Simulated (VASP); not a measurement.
# K (Pm-3m) in VASP: further runs

The runs below take K through single point, relaxation of cell and atoms, with LDA.

Everything below comes from runs of VASP 6.6.1. Logs are shortened: lines on timing, memory, paths and dates and some standing lists are left out, and cuts for length are marked.

## (1) The cell of the first run

The structure is cubic, space group Pm-3m (No. 221). The conventional cell has a = 4.103 Å, b = 4.103 Å, c = 4.103 Å, α = 90.00°, β = 90.00°, γ = 90.00°. K (site symmetry m-3m) has 6 K at 4.10 Å within 5.4 Å.

This isn't the form of K at room conditions, which is bcc.

## (2) Single point, LDA

INCAR

```
SYSTEM = K
ALGO     = Normal         ! electronic algorithm
EDIFF    = 1E-6           ! SCF threshold, eV
ENCUT    = 520            ! plane-wave cutoff, eV
ISIF     = 2              ! what is computed and relaxed
ISMEAR   = 0              ! smearing method
LASPH    = .True.         ! aspherical terms in the spheres
LCHARG   = .False.        ! write CHGCAR
LREAL    = .False.        ! projectors in reciprocal space
LWAVE    = .False.        ! write WAVECAR
NBANDS   = 10             ! bands
NELM     = 80             ! most SCF steps
PREC     = Accurate       ! precision mode
SIGMA    = 0.1            ! smearing width, eV
```

KPOINTS

```
k-points
0
Gamma
  10 10 10
  0 0 0
```

POSCAR

```
K
1.0
    4.1025933291      0.0000000000      0.0000000000
    0.0000000000      4.1025933291      0.0000000000
    0.0000000000      0.0000000000      4.1025933291
K
1
Direct
    0.0000000000      0.0000000000      0.0000000000
```

Potentials or basis: VASP PAW LDA potentials, release 64 (K_sv).

The run is started by

```sh
$ cat potpaw_LDA.64/K_sv/POTCAR > POTCAR
$ mpirun -np 1 vasp_std > vasp.out
```

OUTCAR:

```text
SYSTEM = K
   EDIFF = 1E-6
   ENCUT = 520
   ISIF = 2
   ISMEAR = 0
   LASPH = .True.
   LREAL = .False.
   NELM = 80
   PREC = Accurate

 ion  position               nearest neighbor table
   1  0.000  0.000  0.000-

  LATTYP: Found a simple cubic cell.
 ALAT       =     4.1025933291

  Lattice vectors:

 A1 = (   4.1025933291,   0.0000000000,   0.0000000000)
 A2 = (   0.0000000000,   4.1025933291,   0.0000000000)
 A3 = (   0.0000000000,   0.0000000000,   4.1025933291)

Analysis of symmetry for initial positions (statically):
=====================================================================
 Subroutine PRICEL returns:
 Original cell was already a primitive cell.

 Routine SETGRP: Setting up the symmetry group for a
 simple cubic supercell.

 Subroutine GETGRP returns: Found 48 space group operations
 (whereof 48 operations were pure point group operations)
 out of a pool of 48 trial point group operations.

The static configuration has the point symmetry O_h .

Analysis of symmetry for dynamics (positions and initial velocities):
=====================================================================
 Subroutine PRICEL returns:
 Original cell was already a primitive cell.

 Routine SETGRP: Setting up the symmetry group for a
 simple cubic supercell.

 Subroutine GETGRP returns: Found 48 space group operations
 (whereof 48 operations were pure point group operations)
 out of a pool of 48 trial point group operations.

The dynamic configuration has the point symmetry O_h .

 Subroutine INISYM returns: Found 48 space group operations
 (whereof 48 operations are pure point group operations),
 and found     1 'primitive' translations

----------------------------------------------------------------------------------------

                                     Primitive cell

  volume of cell :      69.0519

  direct lattice vectors                    reciprocal lattice vectors
     4.102593329  0.000000000  0.000000000     0.243748264  0.000000000  0.000000000
     0.000000000  4.102593329  0.000000000     0.000000000  0.243748264  0.000000000
     0.000000000  0.000000000  4.102593329     0.000000000  0.000000000  0.243748264

  length of vectors
     4.102593329  4.102593329  4.102593329     0.243748264  0.243748264  0.243748264

  position of ions in fractional coordinates (direct lattice)
     0.000000000  0.000000000  0.000000000

  ion indices of the primitive-cell ions
   primitive index   ion index
                 1           1

----------------------------------------------------------------------------------------

 KPOINTS: k-points

Automatic generation of k-mesh.
 Grid dimensions read from file:
 generate k-points for:   10   10   10

 Generating k-lattice:

  Cartesian coordinates                     Fractional coordinates (reciprocal lattice)
     0.024374826  0.000000000  0.000000000     0.100000000  0.000000000  0.000000000
     0.000000000  0.024374826  0.000000000     0.000000000  0.100000000  0.000000000
     0.000000000  0.000000000  0.024374826     0.000000000  0.000000000  0.100000000

  Length of vectors
     0.024374826  0.024374826  0.024374826

  Shift w.r.t. Gamma in fractional coordinates (k-lattice)
     0.000000000  0.000000000  0.000000000

 Subroutine IBZKPT returns following result:
 ===========================================

 Found     56 irreducible k-points:

 Following reciprocal coordinates:
            Coordinates               Weight
  0.000000  0.000000  0.000000      1.000000
  0.100000  0.000000  0.000000      6.000000
  0.200000  0.000000  0.000000      6.000000
  0.300000  0.000000  0.000000      6.000000
  0.400000  0.000000  0.000000      6.000000
  0.500000  0.000000  0.000000      3.000000
[... 16 lines left out ...]
  0.200000  0.100000  0.100000     24.000000
  0.300000  0.100000  0.100000     24.000000
 [... further k-points ...]
   k-points           NKPTS =     56   k-points in BZ     NKDIM =     56   number of bands    NBANDS=     10
   number of dos      NEDOS =    301   number of ions     NIONS =      1
   total plane-waves  NPLWV =  32768
   dimension x,y,z NGX =    32 NGY =   32 NGZ =   32
   dimension x,y,z NGXF=    64 NGYF=   64 NGZF=   64
   ions per type =               1
   NGX,Y,Z   is equivalent  to a cutoff of  12.97, 12.97, 12.97 a.u.
   NGXF,Y,Z  is equivalent  to a cutoff of  25.93, 25.93, 25.93 a.u.
 SYSTEM =  K
   PREC   = accura    normal or accurate (medium, high low for compatibility)
   ISTART =      0    job   : 0-new  1-cont  2-samecut
   ICHARG =      2    charge: 1-file 2-atom 10-const
   ISPIN  =      1    spin polarized calculation?
   LNONCOLLINEAR =      F non collinear calculations
   LSORBIT =      F    spin-orbit coupling
   LASPH  =      T    aspherical Exc in radial PAW
   ENCUT  =  520.0 eV  38.22 Ry    6.18 a.u.   7.63  7.63  7.63*2*pi/ulx,y,z
   NELM   =     80;   NELMIN=  2; NELMDL= -5     # of ELM steps
   EDIFF  = 0.1E-05   stopping-criterion for ELM
   LREAL  =      F    real-space projection
   EDIFFG = 0.1E-04   stopping-criterion for IOM
   NSW    =      0    number of steps for IOM
   IBRION =     -1    ionic relax: 0-MD 1-quasi-New 2-CG
   NFREE  =      0    steps in history (QN), initial steepest desc. (CG)
   ISIF   =      2    stress and relaxation
   ISYM   =      2    0-nonsym 1-usesym 2-fastsym
   POTIM  = 0.5000    time-step for ionic-motion
   TEBEG  =    0.0;   TEEND  =   0.0 temperature during run
   PSTRESS=    0.0 pullay stress
   NELECT =       9.0000    total number of electrons
   NUPDOWN=      -1.0000    fix difference up-down
   EMIN   =  10.00;   EMAX   =-10.00  energy-range for DOS
   EFERMI =   0.00;   METHOD = LEGACY
   ISMEAR =     0;   SIGMA  =   0.10  broadening in eV -4-tet -1-fermi 0-gaus
   EFERMI_NEDOS =   21; number of points for ismear=-14 and -15
   IALGO  =     38    algorithm
   IMIX   =      4    mixing-type and parameters
     AMIX     =   0.40;   BMIX     =  1.00
     AMIX_MAG =   1.60;   BMIX_MAG =  1.00
  volume/ion in A,a.u.               =      69.05       465.98
  Fermi-wavevector in a.u.,A,eV,Ry     =   0.830037  1.568542  9.373878  0.688961
  Thomas-Fermi vector in A             =   1.942685
   LORBIT       =      0    0 simple, 1 ext, 2 COOP (PROOUT), +10 PAW based schemes
   GGA     = CA    functional components
   LHFCALC =     F    Hartree Fock is set to
   AEXX    =    0.0000 exact exchange contribution
   IVDW    =     0    specifies the selected vdW correction
   LEPSILON=     F    determine dielectric tensor
   LRPA    =     F    only Hartree local field effects (RPA)
 non-spin polarized calculation
 Gauss-broadening in eV      SIGMA  =   0.10
  energy-cutoff  :      520.00
  volume of cell :       69.05
 maximum number of plane-waves:      1876
 NGX is ok and might be reduce to    32
   NGX = 15   NGY = 15   NGZ = 15

 number of electron       9.0000003 magnetization

 Free energy of the ion-electron system (eV)
  ---------------------------------------------------
  ext. energy  EPLUGINS =         0.00000000
  ---------------------------------------------------
  free energy    TOTEN  =        -1.05861137 eV

  energy without entropy =       -1.05447328  energy(sigma->0) =       -1.05654233

 E-fermi :  -0.1049     XC(G=0):  -6.0216

 val. band max:       -0.1198272933   @ k =   0.5000   0.1000   0.0000
 cond. band min:      -0.0758245806   @ k =   0.4000   0.3000   0.0000
 fundamental gap:      0.0440027126
 Fermi energy:        -0.1048879701

 k-point     1 :       0.0000    0.0000    0.0000
  band No.  band energies     occupation
      1     -32.0967      2.00000
      2     -15.7494      2.00000
      3     -15.7494      2.00000
      4     -15.7494      2.00000
      5      -2.4067      2.00000
      6       2.6425      0.00000
      7       2.6425      0.00000
      8       6.1879      0.00000
      9       6.1880      0.00000
     10       6.1887      0.00000

 k-point     2 :       0.1000    0.0000    0.0000
  band No.  band energies     occupation
      1     -32.0959      2.00000
      2     -15.7632      2.00000
      3     -15.7483      2.00000
      4     -15.7483      2.00000
      5      -2.3019      2.00000
      6       2.5802      0.00000
      7       2.6909      0.00000
      8       5.8060      0.00000
      9       5.8063      0.00000
     10       6.2050      0.00000

 k-point     3 :       0.2000    0.0000    0.0000
  band No.  band energies     occupation
      1     -32.0938      2.00000
      2     -15.7990      2.00000
      3     -15.7452      2.00000
      4     -15.7452      2.00000
      5      -1.9946      2.00000
      6       2.2830      0.00000
      7       2.8258      0.00000
      8       5.3058      0.00000
      9       5.3058      0.00000
     10       5.9349      0.00000

 k-point     4 :       0.3000    0.0000    0.0000
  band No.  band energies     occupation
      1     -32.0912      2.00000
      2     -15.8427      2.00000
      3     -15.7415      2.00000
      4     -15.7415      2.00000
      5      -1.5041      2.00000
      6       1.6424      0.00000
      7       3.0128      0.00000
      8       4.9091      0.00000
      9       4.9091      0.00000
     10       6.0396      0.00000

 k-point     5 :       0.4000    0.0000    0.0000
  band No.  band energies     occupation
      1     -32.0891      2.00000
      2     -15.8776      2.00000
      3     -15.7384      2.00000
      4     -15.7384      2.00000
      5      -0.8605      2.00000
      6       0.8108      0.00000
      7       3.1862      0.00000
      8       4.6583      0.00000
      9       4.6583      0.00000
     10       6.3648      0.00000

 k-point     6 :       0.5000    0.0000    0.0000
  band No.  band energies     occupation
      1     -32.0882      2.00000
      2     -15.8909      2.00000
      3     -15.7372      2.00000
      4     -15.7372      2.00000
      5      -0.2362      1.93679
      6       0.1087      0.00253
      7       3.2593      0.00000
      8       4.5727      0.00000
      9       4.5727      0.00000
     10       6.3470      0.00000
[... 183 lines left out ...]
 k-point    21 :       0.5000    0.5000    0.0000
  band No.  band energies     occupation
      1     -32.0800      2.00000
      2     -15.8720      2.00000
      3     -15.8720      2.00000
      4     -15.7256      2.00000
      5       0.9108      0.00000
      6       1.9886      0.00000
      7       2.2707      0.00000
      8       2.2707      0.00000
      9       5.0195      0.00000
     10       5.0195      0.00000

 k-point    22 :       0.1000    0.1000    0.1000
  band No.  band energies     occupation
      1     -32.0943      2.00000
      2     -15.7622      2.00000
      3     -15.7601      2.00000
      4     -15.7601      2.00000
      5      -2.0944      2.00000
      6       2.6437      0.00000
      7       2.6437      0.00000
      8       5.0667      0.00000
      9       5.6733      0.00000
     10       5.6733      0.00000

 k-point    23 :       0.2000    0.1000    0.1000
  band No.  band energies     occupation
      1     -32.0922      2.00000
      2     -15.7963      2.00000
      3     -15.7582      2.00000
      4     -15.7569      2.00000
      5      -1.7914      2.00000
      6       2.4031      0.00000
      7       2.7835      0.00000
      8       4.6615      0.00000
      9       5.1303      0.00000
     10       5.7322      0.00000

 k-point    24 :       0.3000    0.1000    0.1000
  band No.  band energies     occupation
      1     -32.0896      2.00000
      2     -15.8396      2.00000
      3     -15.7542      2.00000
      4     -15.7530      2.00000
      5      -1.3077      2.00000
      6       1.7814      0.00000
      7       2.9907      0.00000
      8       4.5554      0.00000
      9       4.6568      0.00000
     10       5.8195      0.00000

 [... further k-points ...]

------------------------ aborting loop because EDIFF is reached ----------------------------------------

  FORCE on cell =-STRESS in cart. coord.  units (eV):
  Direction    XX          YY          ZZ          XY          YZ          ZX
  --------------------------------------------------------------------------------------
  -------------------------------------------------------------------------------------
  Total       -0.0094884     -0.0094884     -0.0094884      0.0000000      0.0000000     -0.0000000
  in kB       -0.2201547     -0.2201547     -0.2201547      0.0000000      0.0000000     -0.0000000
  external PRESSURE =      -0.2201547 kB  Pullay stress =       0.0000000 kB

 VOLUME and BASIS-vectors are now :
 -----------------------------------------------------------------------------
  energy-cutoff  :      520.00
  volume of cell :       69.05
      direct lattice vectors                 reciprocal lattice vectors
     4.102593329  0.000000000  0.000000000     0.243748264  0.000000000  0.000000000
     0.000000000  4.102593329  0.000000000     0.000000000  0.243748264  0.000000000
     0.000000000  0.000000000  4.102593329     0.000000000  0.000000000  0.243748264

 POSITION                                       TOTAL-FORCE (eV/Angst)
 -----------------------------------------------------------------------------------
      0.00000      0.00000      0.00000         0.000000      0.000000      0.000000
 -----------------------------------------------------------------------------------
    total drift:                                0.000000      0.000000      0.000000

  FREE ENERGIE OF THE ION-ELECTRON SYSTEM (eV)
  ---------------------------------------------------
  free  energy   TOTEN  =        -1.0586113696 eV

  energy  without entropy=       -1.0544732811  energy(sigma->0) =       -1.05654233
```

Run time: 30 s. Hardware: 1 thread of AMD EPYC 7R43 (Zen 3), shared host; peak memory 0.13 GiB.

What came out:

| Item | Value |
| --- | --- |
| Free energy | -1.0586 eV |
| Pressure | 0.0 GPa |
| Band gap on the k mesh | zero (an odd number of electrons rules out a gap without spin polarisation) |

(Part 1 of 2 ends here.)
